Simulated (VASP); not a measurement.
# BAs (BAs (F-43m)) (F-43m) in VASP: single point with PBE

Aim: the single point of BAs (BAs (F-43m)) with PBE.

Everything below comes from runs of VASP 6.6.1. Logs are shortened: lines on timing, memory, paths and dates and some standing lists are left out, and cuts for length are marked.

**1. The cell of the first run**

It takes space group F-43m (No. 216, cubic). The conventional cell has a = 4.809 Å, b = 4.809 Å, c = 4.809 Å, α = 90.00°, β = 90.00°, γ = 90.00°. Within 2.8 Å of B (site symmetry -43m) lie 4 As at 2.08 Å. Within 2.8 Å of As (site symmetry -43m) lie 4 B at 2.08 Å.

**2. Single point, PBE**

The input, INCAR:

```
SYSTEM = BAs
ALGO = Normal
EDIFF = 1E-6
ENCUT = 500
GGA = PE
GGA_COMPAT = .FALSE.
ISIF = 2
ISMEAR = -1
LASPH = .TRUE.
LCHARG = .FALSE.
LREAL = .FALSE.
LWAVE = .FALSE.
NBANDS = 11
NELM = 120
PREC = Accurate
SIGMA = 0.01
```

The input, KPOINTS:

```
k-points
0
G
  10 10 10
  0 0 0
```

The input, POSCAR:

```
BAs
1.0
    0.0000000000      2.4046708983      2.4046708983
    2.4046708983      0.0000000000      2.4046708983
    2.4046708983      2.4046708983      0.0000000000
B As
1 1
Direct
    0.7500000000      0.7500000000      0.7500000000
    0.0000000000      0.0000000000      0.0000000000
```

Potentials or basis: VASP PAW PBE potentials, release 64 (B, As).

Started as:

```
$ cat potpaw_PBE.64/B/POTCAR potpaw_PBE.64/As/POTCAR > POTCAR
$ mpirun -np 1 vasp_std > vasp.out
```

OUTCAR:

```text
SYSTEM = BAs
   EDIFF = 1E-6
   ENCUT = 500
   GGA = PE
   ISIF = 2
   ISMEAR = -1
   LASPH = .TRUE.
   LREAL = .FALSE.
   NELM = 120
   PREC = Accurate

 ion  position               nearest neighbor table
   1  0.750  0.750  0.750-   2 2.08   2 2.08   2 2.08   2 2.08
   2  0.000  0.000  0.000-   1 2.08   1 2.08   1 2.08   1 2.08

  LATTYP: Found a face centered cubic cell.
 ALAT       =     4.8093417966

  Lattice vectors:

 A1 = (   0.0000000000,   2.4046708983,   2.4046708983)
 A2 = (   2.4046708983,   0.0000000000,   2.4046708983)
 A3 = (   2.4046708983,   2.4046708983,   0.0000000000)

Analysis of symmetry for initial positions (statically):
[... 5 lines left out ...]
 face centered cubic supercell.

 Subroutine GETGRP returns: Found 24 space group operations
 (whereof 24 operations were pure point group operations)
 out of a pool of 48 trial point group operations.

The static configuration has the point symmetry T_d .

Analysis of symmetry for dynamics (positions and initial velocities):
[... 5 lines left out ...]
 face centered cubic supercell.

 Subroutine GETGRP returns: Found 24 space group operations
 (whereof 24 operations were pure point group operations)
 out of a pool of 48 trial point group operations.

The dynamic configuration has the point symmetry T_d .

 Subroutine INISYM returns: Found 24 space group operations
 (whereof 24 operations are pure point group operations),
 and found     1 'primitive' translations

----------------------------------------------------------------------------------------

                                     Primitive cell

  volume of cell :      27.8097

  direct lattice vectors                    reciprocal lattice vectors
     0.000000000  2.404670898  2.404670898    -0.207928661  0.207928661  0.207928661
     2.404670898  0.000000000  2.404670898     0.207928661 -0.207928661  0.207928661
     2.404670898  2.404670898  0.000000000     0.207928661  0.207928661 -0.207928661

  length of vectors
     3.400718197  3.400718197  3.400718197     0.360143005  0.360143005  0.360143005

  position of ions in fractional coordinates (direct lattice)
     0.750000000  0.750000000  0.750000000
     0.000000000  0.000000000  0.000000000

  ion indices of the primitive-cell ions
   primitive index   ion index
                 1           1
                 2           2

----------------------------------------------------------------------------------------

 KPOINTS: k-points

Automatic generation of k-mesh.
 Grid dimensions read from file:
 generate k-points for:   10   10   10

 Generating k-lattice:

  Cartesian coordinates                     Fractional coordinates (reciprocal lattice)
    -0.020792866  0.020792866  0.020792866     0.100000000  0.000000000  0.000000000
     0.020792866 -0.020792866  0.020792866     0.000000000  0.100000000  0.000000000
     0.020792866  0.020792866 -0.020792866     0.000000000  0.000000000  0.100000000

  Length of vectors
     0.036014301  0.036014301  0.036014301

  Shift w.r.t. Gamma in fractional coordinates (k-lattice)
     0.000000000  0.000000000  0.000000000

 Subroutine IBZKPT returns following result:
 ===========================================

 Found     47 irreducible k-points:

 Following reciprocal coordinates:
            Coordinates               Weight
  0.000000  0.000000  0.000000      1.000000
  0.100000  0.000000  0.000000      8.000000
  0.200000  0.000000  0.000000      8.000000
  0.300000  0.000000  0.000000      8.000000
  0.400000  0.000000  0.000000      8.000000
  0.500000  0.000000  0.000000      4.000000
[... 16 lines left out ...]
  0.300000  0.300000  0.000000      6.000000
  0.400000  0.300000  0.000000     24.000000
 [... further k-points ...]
   k-points           NKPTS =     47   k-points in BZ     NKDIM =     47   number of bands    NBANDS=     11
   number of dos      NEDOS =    301   number of ions     NIONS =      2
   total plane-waves  NPLWV =  21952
   dimension x,y,z NGX =    28 NGY =   28 NGZ =   28
   dimension x,y,z NGXF=    56 NGYF=   56 NGZF=   56
   ions per type =               1   1
   NGX,Y,Z   is equivalent  to a cutoff of  13.69, 13.69, 13.69 a.u.
   NGXF,Y,Z  is equivalent  to a cutoff of  27.38, 27.38, 27.38 a.u.
 SYSTEM =  BAs
   PREC   = accura    normal or accurate (medium, high low for compatibility)
   ISTART =      0    job   : 0-new  1-cont  2-samecut
   ICHARG =      2    charge: 1-file 2-atom 10-const
   ISPIN  =      1    spin polarized calculation?
   LNONCOLLINEAR =      F non collinear calculations
   LSORBIT =      F    spin-orbit coupling
   LASPH  =      T    aspherical Exc in radial PAW
   ENCUT  =  500.0 eV  36.75 Ry    6.06 a.u.   6.20  6.20  6.20*2*pi/ulx,y,z
   NELM   =    120;   NELMIN=  2; NELMDL= -5     # of ELM steps
   EDIFF  = 0.1E-05   stopping-criterion for ELM
   LREAL  =      F    real-space projection
   EDIFFG = 0.1E-04   stopping-criterion for IOM
   NSW    =      0    number of steps for IOM
   IBRION =     -1    ionic relax: 0-MD 1-quasi-New 2-CG
   NFREE  =      0    steps in history (QN), initial steepest desc. (CG)
   ISIF   =      2    stress and relaxation
   ISYM   =      2    0-nonsym 1-usesym 2-fastsym
   POTIM  = 0.5000    time-step for ionic-motion
   TEBEG  =    0.0;   TEEND  =   0.0 temperature during run
   PSTRESS=    0.0 pullay stress
   NELECT =       8.0000    total number of electrons
   NUPDOWN=      -1.0000    fix difference up-down
   EMIN   =  10.00;   EMAX   =-10.00  energy-range for DOS
   EFERMI =   0.00;   METHOD = LEGACY
   ISMEAR =    -1;   SIGMA  =   0.01  broadening in eV -4-tet -1-fermi 0-gaus
   EFERMI_NEDOS =   21; number of points for ismear=-14 and -15
   IALGO  =     38    algorithm
   IMIX   =      4    mixing-type and parameters
     AMIX     =   0.40;   BMIX     =  1.00
     AMIX_MAG =   1.60;   BMIX_MAG =  1.00
  volume/ion in A,a.u.               =      13.90        93.83
  Fermi-wavevector in a.u.,A,eV,Ry     =   1.080702  2.042230 15.890465  1.167916
  Thomas-Fermi vector in A             =   2.216699
   LORBIT       =      0    0 simple, 1 ext, 2 COOP (PROOUT), +10 PAW based schemes
   GGA     = PE    functional components
   LHFCALC =     F    Hartree Fock is set to
   AEXX    =    0.0000 exact exchange contribution
   IVDW    =     0    specifies the selected vdW correction
   LEPSILON=     F    determine dielectric tensor
   LRPA    =     F    only Hartree local field effects (RPA)
 non-spin polarized calculation
  energy-cutoff  :      500.00
  volume of cell :       27.81
 maximum number of plane-waves:       725
 NGX is ok and might be reduce to    28
   NGX = 13   NGY = 13   NGZ = 13

 number of electron       8.0000000 magnetization

 Free energy of the ion-electron system (eV)
  ---------------------------------------------------
  ext. energy  EPLUGINS =         0.00000000
  ---------------------------------------------------
  free energy    TOTEN  =       -11.41316938 eV

  energy without entropy =      -11.41316938  energy(sigma->0) =      -11.41316938

 E-fermi :   6.1522     XC(G=0): -10.4968

 val. band max:        5.9048068772   @ k =   0.0000   0.0000   0.0000
 cond. band min:       7.1010081376   @ k =   0.4000   0.4000   0.0000
 fundamental gap:      1.1962012603
 Fermi energy:         6.1521599402

 k-point     1 :       0.0000    0.0000    0.0000
  band No.  band energies     occupation
      1      -9.3133      2.00000
      2       5.9048      2.00000
      3       5.9048      2.00000
      4       5.9048      2.00000
      5       9.1562      0.00000
      6       9.1562      0.00000
      7       9.1562      0.00000
      8      10.3356      0.00000
      9      15.3904      0.00000
     10      18.7739      0.00000
     11      18.7739      0.00000

 k-point     2 :       0.1000    0.0000    0.0000
  band No.  band energies     occupation
      1      -9.1521      2.00000
      2       4.5210      2.00000
      3       5.6102      2.00000
      4       5.6102      2.00000
      5       9.2589      0.00000
      6       9.5448      0.00000
      7       9.5448      0.00000
      8      11.2554      0.00000
      9      16.0212      0.00000
     10      17.7315      0.00000
     11      17.7315      0.00000

 k-point     3 :       0.2000    0.0000    0.0000
  band No.  band energies     occupation
      1      -8.6772      2.00000
      2       2.1885      2.00000
      3       5.0471      2.00000
      4       5.0471      2.00000
      5       9.0133      0.00000
      6      10.2510      0.00000
      7      10.2510      0.00000
      8      12.9212      0.00000
      9      17.0165      0.00000
     10      17.0218      0.00000
     11      17.0218      0.00000

 k-point     4 :       0.3000    0.0000    0.0000
  band No.  band energies     occupation
      1      -7.9256      2.00000
      2      -0.0647      2.00000
      3       4.5478      2.00000
      4       4.5478      2.00000
      5       8.7310      0.00000
      6      10.6574      0.00000
      7      10.6574      0.00000
      8      14.2375      0.00000
      9      17.1358      0.00000
     10      17.4502      0.00000
     11      17.4502      0.00000

 k-point     5 :       0.4000    0.0000    0.0000
  band No.  band energies     occupation
      1      -7.0314      2.00000
      2      -1.9012      2.00000
      3       4.2270      2.00000
      4       4.2270      2.00000
      5       8.5433      0.00000
      6      10.6951      0.00000
      7      10.6951      0.00000
      8      14.7086      0.00000
      9      17.8165      0.00000
     10      18.9327      0.00000
     11      18.9327      0.00000
[... 211 lines left out ...]
 k-point    21 :      -0.3000    0.2000    0.0000
  band No.  band energies     occupation
      1      -6.8208      2.00000
      2      -1.0450      2.00000
      3       1.3715      2.00000
      4       3.9892      2.00000
      5       9.3830      0.00000
      6      11.7796      0.00000
      7      12.0238      0.00000
      8      13.9100      0.00000
      9      16.5426      0.00000
     10      17.8774      0.00000
     11      21.0214      0.00000

 k-point    22 :      -0.2000    0.2000    0.0000
  band No.  band energies     occupation
      1      -7.6674      2.00000
      2       0.4870      2.00000
      3       1.9169      2.00000
      4       4.6363      2.00000
      5       9.7612      0.00000
      6      10.9692      0.00000
      7      11.8320      0.00000
      8      12.8105      0.00000
      9      15.7607      0.00000
     10      18.3999      0.00000
     11      19.8773      0.00000

 k-point    23 :       0.3000    0.3000    0.0000
  band No.  band energies     occupation
      1      -7.4352      2.00000
      2       0.7198      2.00000
      3       2.7832      2.00000
      4       2.7832      2.00000
      5       7.3144      0.00000
      6       9.5502      0.00000
      7      14.2306      0.00000
      8      14.2306      0.00000
      9      16.7231      0.00000
     10      20.7381      0.00000
     11      20.8949      0.00000

 k-point    24 :       0.4000    0.3000    0.0000
  band No.  band energies     occupation
      1      -6.7244      2.00000
      2      -0.4989      2.00000
      3       2.0120      2.00000
      4       2.4916      2.00000
      5       7.6114      0.00000
      6       9.2929      0.00000
      7      14.5974      0.00000
      8      14.8410      0.00000
      9      17.7826      0.00000
     10      21.4649      0.00000
     11      21.6452      0.00000

 [... further k-points ...]
[... 5 lines left out ...]
  --------------------------------------------------------------------------------------
  -------------------------------------------------------------------------------------
  Total        0.1027905      0.1027905      0.1027905     -0.0000000      0.0000000     -0.0000000
  in kB        5.9219737      5.9219737      5.9219737     -0.0000000      0.0000000     -0.0000000
  external PRESSURE =       5.9219737 kB  Pullay stress =       0.0000000 kB

 VOLUME and BASIS-vectors are now :
 -----------------------------------------------------------------------------
  energy-cutoff  :      500.00
  volume of cell :       27.81
      direct lattice vectors                 reciprocal lattice vectors
     0.000000000  2.404670898  2.404670898    -0.207928661  0.207928661  0.207928661
     2.404670898  0.000000000  2.404670898     0.207928661 -0.207928661  0.207928661
     2.404670898  2.404670898  0.000000000     0.207928661  0.207928661 -0.207928661

 POSITION                                       TOTAL-FORCE (eV/Angst)
 -----------------------------------------------------------------------------------
      3.60701      3.60701      3.60701         0.000000      0.000000      0.000000
      0.00000      0.00000      0.00000        -0.000000     -0.000000     -0.000000
 -----------------------------------------------------------------------------------
    total drift:                               -0.000000     -0.000000     -0.000000

  FREE ENERGIE OF THE ION-ELECTRON SYSTEM (eV)
  ---------------------------------------------------
  free  energy   TOTEN  =       -11.4131693774 eV

  energy  without entropy=      -11.4131693774  energy(sigma->0) =      -11.41316938
```

Wall time 13 s (1 thread of Intel Xeon Platinum 8375C at 2.90GHz (Ice Lake), shared host); peak memory 0.16 GiB.

What came out:

- Free energy: -11.4132 eV
- Pressure: 0.6 GPa
- Band gap on the k mesh: 1.20 eV, indirect (least direct gap 3.25 eV)

A k mesh can miss the band edges.
